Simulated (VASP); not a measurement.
# La3Mg (Fm-3m) in VASP: relaxation of cell and atoms with LDA

Aim: the relaxation of cell and atoms of La3Mg with LDA.

Program: VASP 6.6.1. These are calculated values, not measurements. Logs are shortened: lines on timing, memory, paths and dates and some standing lists are left out, and cuts for length are marked.

### 1 The cell of the first run

The structure is cubic, space group Fm-3m (No. 225). The conventional cell has a = 8.240 Å, b = 8.240 Å, c = 8.240 Å, α = 90.00°, β = 90.00°, γ = 90.00°. Mg (site symmetry m-3m) has 14 La at 3.57 to 4.12 Å within 4.7 Å. Within 4.7 Å of La (site symmetry m-3m) lie 8 La at 3.57 Å and 6 Mg at 4.12 Å. La (site symmetry -43m) has 4 Mg at 3.57 Å and 10 La at 3.57 to 4.12 Å within 4.7 Å.

### 2 Relaxation of cell and atoms, LDA

INCAR reads:

```
SYSTEM = La3Mg
PREC     = Accurate       ! precision mode
ENCUT    = 840            ! plane-wave cutoff, eV
EDIFF    = 1E-7           ! SCF threshold, eV
ISMEAR   = -1             ! smearing method
SIGMA    = 0.1            ! smearing width, eV
LREAL    = .FALSE.        ! projectors in reciprocal space
LASPH    = .TRUE.         ! aspherical terms in the spheres
NELM     = 200            ! most SCF steps
ALGO     = Normal         ! electronic algorithm
ISIF     = 3              ! what is computed and relaxed
LWAVE    = .FALSE.        ! write WAVECAR
LCHARG   = .FALSE.        ! write CHGCAR
GGA      = CA             ! functional
IBRION   = 2              ! ionic algorithm
NSW      = 80             ! ionic steps
EDIFFG   = -0.03          ! ionic threshold
GGA_COMPAT= .FALSE.      
NELMIN   = 4            
LMAXMIX  = 6              ! l up to which the mixer works
```

KPOINTS reads:

```
regular mesh
0
G
  5 5 5
  0 0 0
```

POSCAR reads:

```
La3Mg
1.0
    0.0000000000      4.1200000000      4.1200000000
    4.1200000000      0.0000000000      4.1200000000
    4.1200000000      4.1200000000      0.0000000000
Mg La
1 3
Direct
    0.0000000000      0.0000000000      0.0000000000
    0.5000000000      0.5000000000      0.5000000000
    0.2500000000      0.2500000000      0.2500000000
    0.7500000000      0.7500000000      0.7500000000
```

Potentials or basis: VASP PAW LDA potentials, release 64 (Mg_sv, La).

Command:

```
$ cat potpaw_LDA.64/Mg_sv/POTCAR potpaw_LDA.64/La/POTCAR > POTCAR
$ mpirun -np 1 vasp_std > vasp.out
```

OUTCAR:

```text
SYSTEM = La3Mg
   PREC = Accurate
   ENCUT = 840
   EDIFF = 1E-7
   ISMEAR = -1
   LREAL = .FALSE.
   LASPH = .TRUE.
   NELM = 200
   ISIF = 3
   GGA = CA
   IBRION = 2
   NSW = 80
   EDIFFG = -0.03
   NELMIN = 4

 ion  position               nearest neighbor table
   1  0.000  0.000  0.000-
   2  0.500  0.500  0.500-   3 3.57   3 3.57   3 3.57   4 3.57   4 3.57   4 3.57   4 3.57   3 3.57

   3  0.250  0.250  0.250-   2 3.57   2 3.57   2 3.57   2 3.57
   4  0.750  0.750  0.750-   2 3.57   2 3.57   2 3.57   2 3.57

  LATTYP: Found a face centered cubic cell.
 ALAT       =     8.2400000000

  Lattice vectors:

 A1 = (   0.0000000000,   4.1200000000,   4.1200000000)
 A2 = (   4.1200000000,   0.0000000000,   4.1200000000)
 A3 = (   4.1200000000,   4.1200000000,   0.0000000000)

Analysis of symmetry for initial positions (statically):
=====================================================================
 Subroutine PRICEL returns:
 Original cell was already a primitive cell.

 Routine SETGRP: Setting up the symmetry group for a
 face centered cubic supercell.

 Subroutine GETGRP returns: Found 48 space group operations
 (whereof 48 operations were pure point group operations)
 out of a pool of 48 trial point group operations.

The static configuration has the point symmetry O_h .

Analysis of symmetry for dynamics (positions and initial velocities):
=====================================================================
 Subroutine PRICEL returns:
 Original cell was already a primitive cell.

 Routine SETGRP: Setting up the symmetry group for a
 face centered cubic supercell.

 Subroutine GETGRP returns: Found 48 space group operations
 (whereof 48 operations were pure point group operations)
 out of a pool of 48 trial point group operations.

The dynamic configuration has the point symmetry O_h .

 Subroutine INISYM returns: Found 48 space group operations
 (whereof 48 operations are pure point group operations),
 and found     1 'primitive' translations

----------------------------------------------------------------------------------------

                                     Primitive cell

  volume of cell :     139.8691

  direct lattice vectors                    reciprocal lattice vectors
     0.000000000  4.120000000  4.120000000    -0.121359223  0.121359223  0.121359223
     4.120000000  0.000000000  4.120000000     0.121359223 -0.121359223  0.121359223
     4.120000000  4.120000000  0.000000000     0.121359223  0.121359223 -0.121359223

  length of vectors
     5.826559877  5.826559877  5.826559877     0.210200341  0.210200341  0.210200341

  position of ions in fractional coordinates (direct lattice)
     0.000000000  0.000000000  0.000000000
[... 75 lines left out ...]
   POTIM  = 0.5000    time-step for ionic-motion
   TEBEG  =    0.0;   TEEND  =   0.0 temperature during run
   PSTRESS=    0.0 pullay stress
   NELECT =      43.0000    total number of electrons
   NUPDOWN=      -1.0000    fix difference up-down
   EMIN   =  10.00;   EMAX   =-10.00  energy-range for DOS
   EFERMI =   0.00;   METHOD = LEGACY
   ISMEAR =    -1;   SIGMA  =   0.10  broadening in eV -4-tet -1-fermi 0-gaus
   EFERMI_NEDOS =   21; number of points for ismear=-14 and -15
   IALGO  =     38    algorithm
   IMIX   =      4    mixing-type and parameters
     AMIX     =   0.40;   BMIX     =  1.00
     AMIX_MAG =   1.60;   BMIX_MAG =  1.00
  volume/ion in A,a.u.               =      34.97       235.97
  Fermi-wavevector in a.u.,A,eV,Ry     =   1.104902  2.087962 16.610108  1.220808
  Thomas-Fermi vector in A             =   2.241381
   LORBIT       =      0    0 simple, 1 ext, 2 COOP (PROOUT), +10 PAW based schemes
   GGA     = CA    functional components
   LHFCALC =     F    Hartree Fock is set to
   AEXX    =    0.0000 exact exchange contribution
   IVDW    =     0    specifies the selected vdW correction
   LEPSILON=     F    determine dielectric tensor
   LRPA    =     F    only Hartree local field effects (RPA)
 conjugate gradient relaxation of ions
 non-spin polarized calculation
  energy-cutoff  :      840.00
  volume of cell :      139.87
 maximum number of plane-waves:      7799
   NGX = 27   NGY = 27   NGZ = 27

--------------------------------------- Ionic step        1  -------------------------------------------

 number of electron      43.0000004 magnetization

 Free energy of the ion-electron system (eV)
  ---------------------------------------------------
  ext. energy  EPLUGINS =         0.00000000
  ---------------------------------------------------
  free energy    TOTEN  =       -18.15583840 eV

  energy without entropy =      -17.93062291  energy(sigma->0) =      -18.04323066

------------------------ aborting loop because EDIFF is reached ----------------------------------------

  FORCE on cell =-STRESS in cart. coord.  units (eV):
  Direction    XX          YY          ZZ          XY          YZ          ZX
  --------------------------------------------------------------------------------------
  -------------------------------------------------------------------------------------
  Total       -3.2578432     -3.2578432     -3.2578432      0.0000000      0.0000000      0.0000000
  in kB      -37.3180645    -37.3180645    -37.3180645      0.0000000      0.0000000      0.0000000
  external PRESSURE =     -37.3180645 kB  Pullay stress =       0.0000000 kB
[... 25 lines left out ...]
--------------------------------------- Ionic step        2  -------------------------------------------

 number of electron      42.9999995 magnetization

 E-fermi :   7.3709     XC(G=0):  -9.9406

 val. band max:        7.3362453693   @ k =  -0.4000   0.4000   0.2000
 cond. band min:       7.3841151606   @ k =  -0.2000   0.2000   0.0000
 fundamental gap:      0.0478697913
 Fermi energy:         7.3709165773

 k-point     1 :       0.0000    0.0000    0.0000
  band No.  band energies     occupation
      1     -67.2078      2.00000
      2     -34.6964      2.00000
      3     -34.6964      2.00000
      4     -34.6964      2.00000
      5     -25.3437      2.00000
      6     -25.0062      2.00000
[... 306 lines left out ...]
--------------------------------------- Ionic step        3  -------------------------------------------

 number of electron      43.0000000 magnetization

 Free energy of the ion-electron system (eV)
  ---------------------------------------------------
  ext. energy  EPLUGINS =         0.00000000
  ---------------------------------------------------
  free energy    TOTEN  =       -18.40792544 eV

  energy without entropy =      -18.19055628  energy(sigma->0) =      -18.29924086

 E-fermi :   7.6620     XC(G=0): -10.0614

 val. band max:        7.5443769227   @ k =   0.4000   0.4000   0.0000
 cond. band min:       7.6697524683   @ k =  -0.4000   0.4000   0.2000
 fundamental gap:      0.1253755455
 Fermi energy:         7.6619840585

 k-point     1 :       0.0000    0.0000    0.0000
  band No.  band energies     occupation
      1     -66.8841      2.00000
      2     -34.3725      2.00000
      3     -34.3725      2.00000
      4     -34.3725      2.00000
      5     -25.0361      2.00000
      6     -24.6581      2.00000
[... 300 lines left out ...]
  FREE ENERGIE OF THE ION-ELECTRON SYSTEM (eV)
  ---------------------------------------------------
  free  energy   TOTEN  =       -18.4079254402 eV

  energy  without entropy=      -18.1905562841  energy(sigma->0) =      -18.29924086

 reached required accuracy - stopping structural energy minimisation
```

OSZICAR:

```text
N       E                     dE             d eps       ncg     rms          rms(c)
DAV:   1     0.742198297228E+03    0.74220E+03   -0.20751E+04   508   0.332E+03
DAV:   2     0.144431190353E+03   -0.59777E+03   -0.59117E+03   796   0.549E+02
DAV:   3     0.896663202613E+00   -0.14353E+03   -0.14307E+03   924   0.341E+02
[... 70 lines left out ...]
DAV:   7    -0.184079708414E+02   -0.17798E-03   -0.49720E-04   783   0.202E-01    0.433E-02
DAV:   8    -0.184079273652E+02    0.43476E-04   -0.18244E-04   727   0.132E-01    0.119E-02
DAV:   9    -0.184079257402E+02    0.16250E-05   -0.50275E-05   864   0.588E-02    0.679E-03
DAV:  10    -0.184079255064E+02    0.23377E-06   -0.74949E-06   944   0.233E-02    0.326E-03
DAV:  11    -0.184079254402E+02    0.66234E-07   -0.90120E-07   517   0.574E-03
   3 F= -.18407925E+02 E0= -.18299241E+02  d E =-.252087E+00
```

It took 11 min on 1 thread of Intel Xeon Platinum 8259CL at 2.50GHz (Skylake/Cascade Lake), shared host; peak memory 0.42 GiB.

Results:

- Free energy: -18.4079 eV
- Relaxed volume: 30.10 Å³/atom
- Relaxed cell: a = 5.543 Å, b = 5.543 Å, c = 5.543 Å, α = 60.00°, β = 60.00°, γ = 60.00°
- Space group after relaxing (to 0.1 Å): Fm-3m (No. 225)
- Energy gained by relaxing: 63.0 meV/atom
- Ionic steps: 3
- Pressure after relaxing: -0.1 GPa
- Band gap on the k mesh: zero (an odd number of electrons rules out a gap without spin polarisation)

Step by step:
| step | energy change (eV) | largest force (eV/Å) | pressure (GPa) | volume (Å³) |
| --- | --- | --- | --- | --- |
| 1 | 0.0000 | 0.0000 | -3.73 | 139.87 |
| 2 | -0.2404 | 0.0000 | -0.92 | 124.02 |
| 3 | -0.2521 | 0.0000 | -0.09 | 120.40 |

Final structure:
```xyz
4
Lattice="0.0000 3.9192 3.9192 3.9192 0.0000 3.9192 3.9192 3.9192 0.0000" Properties=species:S:1:pos:R:3 pbc="T T T"
Mg    0.0000    0.0000    0.0000
La    3.9192    3.9192    3.9192
La    1.9596    1.9596    1.9596
La    5.8788    5.8788    5.8788
```

Caveat: spin-orbit coupling is left out, which moves the levels of the heavy elements.

The gap in the log of VASP goes by the Fermi energy; the results here count the filled bands.